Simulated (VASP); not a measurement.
# Be (Im-3m) in VASP: a series of runs, part 2 of 2

VASP 6.6.1. The steps go on from the part before.

### Step 4. Relaxation of cell and atoms, PBEsol

This run uses another cell than the first one, of 7.87 Å³/atom, 1.016 times its volume.

Contents of INCAR:

```
SYSTEM = Be
ALGO = Normal
EDIFF = 1E-7
EDIFFG = -0.005
ENCUT = 600
GGA = PS
IBRION = 2
ISIF = 3
ISMEAR = 0
LASPH = .TRUE.
LCHARG = .FALSE.
LREAL = .FALSE.
LWAVE = .FALSE.
NELM = 100
NSW = 100
PREC = Accurate
SIGMA = 0.1
```

Contents of KPOINTS:

```
k-points
0
G
  24 24 24
  0 0 0
```

Contents of POSCAR:

```
Be
1.0
   -1.2531209513      1.2531209513      1.2531209513
    1.2531209513     -1.2531209513      1.2531209513
    1.2531209513      1.2531209513     -1.2531209513
Be
1
Direct
    0.0000000000      0.0000000000      0.0000000000
```

Potentials or basis: VASP PAW PBE potentials, release 64 (Be).

Started as:

```bash
cat potpaw_PBE.64/Be/POTCAR > POTCAR
mpirun -np 1 vasp_std > vasp.out
```

OUTCAR:

```text
SYSTEM = Be
   EDIFF = 1E-7
   EDIFFG = -0.005
   ENCUT = 600
   GGA = PS
   IBRION = 2
   ISIF = 3
   ISMEAR = 0
   LASPH = .TRUE.
   LREAL = .FALSE.
   NELM = 100
   NSW = 100
   PREC = Accurate

 ion  position               nearest neighbor table
   1  0.000  0.000  0.000-

  LATTYP: Found a body centered cubic cell.
 ALAT       =     2.5062419026

  Lattice vectors:

 A1 = (  -1.2531209513,   1.2531209513,   1.2531209513)
 A2 = (   1.2531209513,  -1.2531209513,   1.2531209513)
 A3 = (   1.2531209513,   1.2531209513,  -1.2531209513)

Analysis of symmetry for initial positions (statically):
=====================================================================
 Subroutine PRICEL returns:
 Original cell was already a primitive cell.

 Routine SETGRP: Setting up the symmetry group for a
 body centered cubic supercell.

 Subroutine GETGRP returns: Found 48 space group operations
 (whereof 48 operations were pure point group operations)
 out of a pool of 48 trial point group operations.

The static configuration has the point symmetry O_h .

Analysis of symmetry for dynamics (positions and initial velocities):
=====================================================================
 Subroutine PRICEL returns:
 Original cell was already a primitive cell.

 Routine SETGRP: Setting up the symmetry group for a
 body centered cubic supercell.

 Subroutine GETGRP returns: Found 48 space group operations
 (whereof 48 operations were pure point group operations)
 out of a pool of 48 trial point group operations.

The dynamic configuration has the point symmetry O_h .

 Subroutine INISYM returns: Found 48 space group operations
 (whereof 48 operations are pure point group operations),
 and found     1 'primitive' translations

----------------------------------------------------------------------------------------

                                     Primitive cell

  volume of cell :       7.8712

  direct lattice vectors                    reciprocal lattice vectors
    -1.253120951  1.253120951  1.253120951     0.000000000  0.399003783  0.399003783
     1.253120951 -1.253120951  1.253120951     0.399003783  0.000000000  0.399003783
     1.253120951  1.253120951 -1.253120951     0.399003783  0.399003783  0.000000000

  length of vectors
     2.170469156  2.170469156  2.170469156     0.564276561  0.564276561  0.564276561

  position of ions in fractional coordinates (direct lattice)
     0.000000000  0.000000000  0.000000000

  ion indices of the primitive-cell ions
   primitive index   ion index
                 1           1

----------------------------------------------------------------------------------------

 KPOINTS: k-points

Automatic generation of k-mesh.
 Grid dimensions read from file:
 generate k-points for:   24   24   24

 Generating k-lattice:

  Cartesian coordinates                     Fractional coordinates (reciprocal lattice)
     0.000000000  0.016625158  0.016625158     0.041666667  0.000000000  0.000000000
     0.016625158  0.000000000  0.016625158     0.000000000  0.041666667  0.000000000
     0.016625158  0.016625158  0.000000000     0.000000000  0.000000000  0.041666667

  Length of vectors
     0.023511523  0.023511523  0.023511523

  Shift w.r.t. Gamma in fractional coordinates (k-lattice)
     0.000000000  0.000000000  0.000000000

 Subroutine IBZKPT returns following result:
 ===========================================

 Found    413 irreducible k-points:

 Following reciprocal coordinates:
            Coordinates               Weight
  0.000000  0.000000  0.000000      1.000000
  0.041667  0.000000  0.000000     12.000000
  0.083333  0.000000  0.000000     12.000000
  0.125000  0.000000  0.000000     12.000000
  0.166667  0.000000  0.000000     12.000000
  0.208333  0.000000  0.000000     12.000000
[... 16 lines left out ...]
  0.416667  0.041667  0.000000     48.000000
  0.458333  0.041667  0.000000     48.000000
 [... further k-points ...]
   k-points           NKPTS =    413   k-points in BZ     NKDIM =    413   number of bands    NBANDS=      5
   number of dos      NEDOS =    301   number of ions     NIONS =      1
   total plane-waves  NPLWV =   5832
   dimension x,y,z NGX =    18 NGY =   18 NGZ =   18
   dimension x,y,z NGXF=    36 NGYF=   36 NGZF=   36
   ions per type =               1
   NGX,Y,Z   is equivalent  to a cutoff of  13.79, 13.79, 13.79 a.u.
   NGXF,Y,Z  is equivalent  to a cutoff of  27.57, 27.57, 27.57 a.u.
 SYSTEM =  Be
   PREC   = accura    normal or accurate (medium, high low for compatibility)
   ISTART =      0    job   : 0-new  1-cont  2-samecut
   ICHARG =      2    charge: 1-file 2-atom 10-const
   ISPIN  =      1    spin polarized calculation?
   LNONCOLLINEAR =      F non collinear calculations
   LSORBIT =      F    spin-orbit coupling
   LASPH  =      T    aspherical Exc in radial PAW
   ENCUT  =  600.0 eV  44.10 Ry    6.64 a.u.   4.33  4.33  4.33*2*pi/ulx,y,z
   NELM   =    100;   NELMIN=  2; NELMDL= -5     # of ELM steps
   EDIFF  = 0.1E-06   stopping-criterion for ELM
   LREAL  =      F    real-space projection
   EDIFFG = -.5E-02   stopping-criterion for IOM
   NSW    =    100    number of steps for IOM
   IBRION =      2    ionic relax: 0-MD 1-quasi-New 2-CG
   NFREE  =      1    steps in history (QN), initial steepest desc. (CG)
   ISIF   =      3    stress and relaxation
   ISYM   =      2    0-nonsym 1-usesym 2-fastsym
   POTIM  = 0.5000    time-step for ionic-motion
   TEBEG  =    0.0;   TEEND  =   0.0 temperature during run
   PSTRESS=    0.0 pullay stress
   NELECT =       2.0000    total number of electrons
   NUPDOWN=      -1.0000    fix difference up-down
   EMIN   =  10.00;   EMAX   =-10.00  energy-range for DOS
   EFERMI =   0.00;   METHOD = LEGACY
   ISMEAR =     0;   SIGMA  =   0.10  broadening in eV -4-tet -1-fermi 0-gaus
   EFERMI_NEDOS =   21; number of points for ismear=-14 and -15
   IALGO  =     38    algorithm
   IMIX   =      4    mixing-type and parameters
     AMIX     =   0.40;   BMIX     =  1.00
     AMIX_MAG =   1.60;   BMIX_MAG =  1.00
  volume/ion in A,a.u.               =       7.87        53.12
  Fermi-wavevector in a.u.,A,eV,Ry     =   1.036904  1.959464 14.628572  1.075170
  Thomas-Fermi vector in A             =   2.171317
   LORBIT       =      0    0 simple, 1 ext, 2 COOP (PROOUT), +10 PAW based schemes
   GGA     = PS    functional components
   LHFCALC =     F    Hartree Fock is set to
   AEXX    =    0.0000 exact exchange contribution
   IVDW    =     0    specifies the selected vdW correction
   LEPSILON=     F    determine dielectric tensor
   LRPA    =     F    only Hartree local field effects (RPA)
 conjugate gradient relaxation of ions
 non-spin polarized calculation
 Gauss-broadening in eV      SIGMA  =   0.10
  energy-cutoff  :      600.00
  volume of cell :        7.87
 maximum number of plane-waves:       276
 NGX is ok and might be reduce to    18
   NGX =  9   NGY =  9   NGZ =  9

--------------------------------------- Ionic step        1  -------------------------------------------

 number of electron       2.0000000 magnetization

 Free energy of the ion-electron system (eV)
  ---------------------------------------------------
  ext. energy  EPLUGINS =         0.00000000
  ---------------------------------------------------
  free energy    TOTEN  =        -3.89945096 eV

  energy without entropy =       -3.89848333  energy(sigma->0) =       -3.89896714

------------------------ aborting loop because EDIFF is reached ----------------------------------------

  FORCE on cell =-STRESS in cart. coord.  units (eV):
  Direction    XX          YY          ZZ          XY          YZ          ZX
  --------------------------------------------------------------------------------------
  -------------------------------------------------------------------------------------
  Total       -0.0779370     -0.0779370     -0.0779370      0.0000000     -0.0000000      0.0000000
  in kB      -15.8640906    -15.8640906    -15.8640906      0.0000000     -0.0000000      0.0000000
  external PRESSURE =     -15.8640906 kB  Pullay stress =       0.0000000 kB
[... 57 lines left out ...]
--------------------------------------- Ionic step        3  -------------------------------------------

 number of electron       2.0000000 magnetization

 Free energy of the ion-electron system (eV)
  ---------------------------------------------------
  ext. energy  EPLUGINS =         0.00000000
  ---------------------------------------------------
  free energy    TOTEN  =        -3.89996210 eV

  energy without entropy =       -3.89899995  energy(sigma->0) =       -3.89948103

 E-fermi :   8.1218     XC(G=0): -10.6707

 val. band max:        8.0978003891   @ k =   0.2917   0.2917   0.0417
 cond. band min:       8.1443336369   @ k =  -0.3750  -0.4167   0.1250
 fundamental gap:      0.0465332478
 Fermi energy:         8.1217807952

 k-point     1 :       0.0000    0.0000    0.0000
  band No.  band energies     occupation
      1      -4.2806      2.00000
      2      27.5774      0.00000
      3      27.5774      0.00000
      4      27.5774      0.00000
      5      38.9869      0.00000
[... 177 lines left out ...]
 k-point    24 :       0.4583    0.0417    0.0000
  band No.  band energies     occupation
      1       2.7019      2.00000
      2       8.5956      0.00000
      3      20.2116      0.00000
      4      23.0891      0.00000
      5      29.3340      0.00000

 [... further k-points ...]
[... 5 lines left out ...]
  --------------------------------------------------------------------------------------
  -------------------------------------------------------------------------------------
  Total       -0.0002548     -0.0002548     -0.0002548      0.0000000      0.0000000     -0.0000000
  in kB       -0.0525500     -0.0525500     -0.0525500      0.0000000      0.0000000     -0.0000000
  external PRESSURE =      -0.0525500 kB  Pullay stress =       0.0000000 kB
[... 16 lines left out ...]
  FREE ENERGIE OF THE ION-ELECTRON SYSTEM (eV)
  ---------------------------------------------------
  free  energy   TOTEN  =        -3.8999621032 eV

  energy  without entropy=       -3.8989999486  energy(sigma->0) =       -3.89948103

 reached required accuracy - stopping structural energy minimisation
```

OSZICAR:

```text
N       E                     dE             d eps       ncg     rms          rms(c)
DAV:   1    -0.180680309327E+01   -0.18068E+01   -0.12444E+03  4300   0.371E+02
DAV:   2    -0.390377585906E+01   -0.20970E+01   -0.19774E+01  5565   0.423E+01
DAV:   3    -0.391282175366E+01   -0.90459E-02   -0.90422E-02  4965   0.236E+00
[... 13 lines left out ...]
       N       E                     dE             d eps       ncg     rms          rms(c)
DAV:   1    -0.389996176889E+01   -0.85895E-05   -0.34812E-05  4445   0.681E-02    0.230E-03
DAV:   2    -0.389996187443E+01   -0.10554E-06   -0.26526E-08  5450   0.189E-03    0.142E-03
DAV:   3    -0.389996210461E+01   -0.23018E-06   -0.13702E-08  3350   0.198E-03    0.377E-05
DAV:   4    -0.389996210320E+01    0.14134E-08   -0.11390E-10  2520   0.912E-05
   3 F= -.38999621E+01 E0= -.38994810E+01  d E =-.511141E-03
```

CONTCAR:

```text
Be
   1.00000000000000
    -1.2477252488492552    1.2477252488492552    1.2477252488492552
     1.2477252488492552   -1.2477252488492552    1.2477252488492552
     1.2477252488492552    1.2477252488492552   -1.2477252488492552
  Be
     1
Direct
     0.0000000000000000    0.0000000000000000    0.0000000000000000

  0.00000000E+00  0.00000000E+00  0.00000000E+00
```

Run time: 37 s. Hardware: 1 thread of AMD EPYC 7R43 (Zen 3), shared host; peak memory 0.09 GiB.

Results:

| Quantity | Value |
| --- | --- |
| Free energy | -3.9000 eV |
| Relaxed volume | 7.77 Å³/atom |
| Relaxed cell | a = 2.161 Å, b = 2.161 Å, c = 2.161 Å, α = 109.47°, β = 109.47°, γ = 109.47° |
| Space group after relaxing (to 0.05 Å) | Im-3m (No. 229) |
| Energy gained by relaxing | 0.5 meV/atom |
| Ionic steps | 3 |
| Pressure after relaxing | 0.0 GPa |
| Band gap on the k mesh | zero (band 1 reaches 12.01 eV, above the bottom of band 2 at 6.64 eV) |

Step by step:
| step | energy change (eV) | largest force (eV/Å) | pressure (GPa) | volume (Å³) |
| --- | --- | --- | --- | --- |
| 1 | 0.0000 | 0.0000 | -1.59 | 7.87 |
| 2 | -0.0005 | 0.0000 | -0.21 | 7.78 |
| 3 | -0.0005 | 0.0000 | -0.01 | 7.77 |

Final structure:
```
Be
1.0
    -1.24773    1.24773    1.24773
     1.24773   -1.24773    1.24773
     1.24773    1.24773   -1.24773
Be
1
Cartesian
  0.0000 0.0000 0.0000
```

Caveat: the PAW data sets were made with another functional, which shifts forces and pressure a little.

### Step 5. Single point, r2SCAN

This run uses another cell than the first one, of 7.82 Å³/atom, 1.009 times its volume.

Contents of POSCAR:

```
Be
1.0
   -1.2502620073      1.2502620073      1.2502620073
    1.2502620073     -1.2502620073      1.2502620073
    1.2502620073      1.2502620073     -1.2502620073
Be
1
Direct
    0.0000000000      0.0000000000      0.0000000000
```

Contents of INCAR.step1:

```
SYSTEM = Be
ALGO = Normal ; EDIFF = 1E-4
ENCUT = 520 ; GGA = PE
ISMEAR = 0 ; LASPH = .TRUE.
LCHARG = .FALSE. ; LREAL = .FALSE.
LWAVE = .TRUE. ; NBANDS = 7
NELM = 100 ; PREC = Accurate
SIGMA = 0.1
```

Contents of INCAR.step2:

```
SYSTEM = Be
ALGO = Normal ; EDIFF = 1E-6
ENCUT = 520 ; ISIF = 2
ISMEAR = 0 ; ISTART = 1
LASPH = .TRUE. ; LCHARG = .FALSE.
LMIXTAU = .TRUE. ; LREAL = .FALSE.
LWAVE = .FALSE. ; METAGGA = R2SCAN
NBANDS = 7 ; NELM = 100
PREC = Accurate ; SIGMA = 0.1
```

KPOINTS is that of step 4.

Started as:

```bash
cat potpaw_PBE.64/Be/POTCAR > POTCAR
cp INCAR.step1 INCAR
mpirun -np 1 vasp_std > vasp.out
cp INCAR.step2 INCAR
mpirun -np 1 vasp_std > vasp.out
```

Run time: 65 s. Hardware: 1 thread of AMD EPYC 7R43 (Zen 3), shared host; peak memory 0.09 GiB.

It converged, with:

| Property | Result |
| --- | --- |
| Free energy | -4.2418 eV |
| Pressure | 0.2 GPa |
| Band gap on the k mesh | zero (band 1 reaches 12.52 eV, above the bottom of band 2 at 6.67 eV) |

Levels at points of the mesh, in eV from the Fermi level:
```
           k point  band 1  band 2  band 3  band 4
(0.00, 0.00, 0.00)  -13.31   21.03   21.03   21.03
(0.50, 0.00, 0.00)   -5.69    0.19   13.30   16.63
(0.50, 0.50, 0.50)    4.28    4.28    4.28   10.00
```

Caveat: the PAW data sets were made with another functional, which shifts forces and pressure a little.

### Step 6. Relaxation of cell and atoms, r2SCAN

This run uses another cell than the first one, of 7.87 Å³/atom, 1.016 times its volume.

Contents of POSCAR:

```
Be
1.0
   -1.2531209513      1.2531209513      1.2531209513
    1.2531209513     -1.2531209513      1.2531209513
    1.2531209513      1.2531209513     -1.2531209513
Be
1
Direct
    0.0000000000      0.0000000000      0.0000000000
```

Contents of INCAR.step1:

```
SYSTEM = Be
ALGO = Normal
EDIFF = 1E-4
ENCUT = 600
GGA = PE
ISMEAR = 0
LASPH = .True.
LCHARG = .False.
LREAL = .False.
LWAVE = .True.
NELM = 100
PREC = Accurate
SIGMA = 0.1
```

Contents of INCAR.step2:

```
SYSTEM = Be
ALGO = Normal
EDIFF = 1E-7
EDIFFG = -0.005
ENCUT = 600
IBRION = 2
ISIF = 3
ISMEAR = 0
ISTART = 1
LASPH = .True.
LCHARG = .False.
LMIXTAU = .True.
LREAL = .False.
LWAVE = .False.
METAGGA = R2SCAN
NELM = 100
NSW = 100
PREC = Accurate
SIGMA = 0.1
```

Contents of KPOINTS:

```
k-points
0
Gamma
  24 24 24
  0 0 0
```

Potentials or basis: VASP PAW PBE potentials, release 64 (Be).

Started as:

```bash
cat potpaw_PBE.64/Be/POTCAR > POTCAR
cp INCAR.step1 INCAR
mpirun -np 1 vasp_std > vasp.out
cp INCAR.step2 INCAR
mpirun -np 1 vasp_std > vasp.out
```

Run time: 2.7 min. Hardware: 1 thread of AMD EPYC 7R43 (Zen 3), shared host; peak memory 0.09 GiB.

The run converged. Its results:

```
Free energy                            : -4.2418 eV
Relaxed volume                         : 7.83 Å³/atom
Relaxed cell                           : a = 2.167 Å, b = 2.167 Å, c = 2.167 Å, α = 109.47°, β = 109.47°, γ = 109.47°
Space group after relaxing (to 0.05 Å) : Im-3m (No. 229)
Energy gained by relaxing              : 0.1 meV/atom
Ionic steps                            : 2
Pressure after relaxing                : -0.1 GPa
Band gap on the k mesh                 : zero (band 1 reaches 12.50 eV, above the bottom of band 2 at 6.65 eV)
```

Final structure:
```yaml
crystal:
  lattice:
    - [-1.25112, 1.25112, 1.25112]
    - [1.25112, -1.25112, 1.25112]
    - [1.25112, 1.25112, -1.25112]
  atoms:
    - { symbol: Be, position: [0.00000, 0.00000, 0.00000] }
```

Levels at points of the mesh, in eV from the Fermi level:
```tsv
k point	band 1	band 2	band 3	band 4
(0.00, 0.00, 0.00)	-13.30	21.00	21.00	21.00
(0.50, 0.00, 0.00)	-5.68	0.19	13.28	16.61
(0.50, 0.50, 0.50)	4.28	4.28	4.28	9.99
```

Caveat: the PAW data sets were made with another functional, which shifts forces and pressure a little.

### Step 7. Summary

| task | level | cell | k mesh | cutoff (eV) | smearing | gap on the mesh (eV) | pressure (GPa) | relaxed volume (Å³/atom) |
| --- | --- | --- | --- | --- | --- | --- | --- | --- |
| single point | PBEsol | a = 2.159 Å, angles 109.5°, 1 atom | 18 × 18 × 18 | 520 | gaussian 0.15 eV | none | 0.4 | - |
| single point | PBEsol | a = 2.159 Å, angles 109.5°, 1 atom | 24 × 24 × 24 | 520 | gaussian 0.1 eV | none | 0.4 | - |
| relaxation of cell and atoms | PBEsol | relaxed from a = 2.170 Å, angles 109.5°, 1 atom | 24 × 24 × 24 | 600 | gaussian 0.1 eV | none | 0.0 | 7.77 |
| single point | r2SCAN | a = 2.166 Å, angles 109.5°, 1 atom | 24 × 24 × 24 | 520 | gaussian 0.1 eV | none | 0.2 | - |
| relaxation of cell and atoms | r2SCAN | relaxed from a = 2.170 Å, angles 109.5°, 1 atom | 24 × 24 × 24 | 600 | gaussian 0.1 eV | none | -0.1 | 7.83 |

Alike in all rows: potentials or basis VASP PAW PBE potentials, release 64 (Be); no spin polarisation.

Caveats: the PAW data sets were made with another functional, which shifts forces and pressure a little.

Absolute energies hang on the potentials; compare differences alone.
